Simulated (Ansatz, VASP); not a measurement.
**One calculation of Au, two programs**

```
Au
1.0
     2.85322    0.00000    0.00000
    -1.42661    2.47096    0.00000
     0.00000    0.00000    5.04134
Au
2
Direct
  0.33333 0.66667 0.75000
  0.66667 0.33333 0.25000
```

Alike in both runs: task single point; functional r2SCAN; k mesh 24 × 24 × 12; occupations gaussian, width 0.15 eV; no spin polarisation.

```csv
,VASP,Ansatz
version,VASP 6.6.1,Ansatz 0.2.0
potentials or method,"VASP PAW PBE potentials, release 64 (Au), cutoff 520 eV","scalar-relativistic, plane waves, PAW"
valence electrons in the cell,22,38
```

VASP gave:

```
gap on the k mesh at the Fermi level (eV)                     : none
pressure (GPa)                                                : -0.6
traceless stress, the component that is largest in VASP (GPa) : -2.00
```

**Question.** What did Ansatz give for the same quantities?

**Answer.** gap on the k mesh at the Fermi level (eV): none; pressure (GPa): -0.9; traceless stress, the component that is largest in VASP (GPa): -1.91.

VASP's potentials were made for PBE, not for r2SCAN. A gap of «none» marks a metal or a gap that the smearing closes. VASP's potentials hold 22 valence electrons a cell and Ansatz's 38, so a difference there can come from the potentials and not from the codes.

Neither program's run includes spin-orbit coupling.
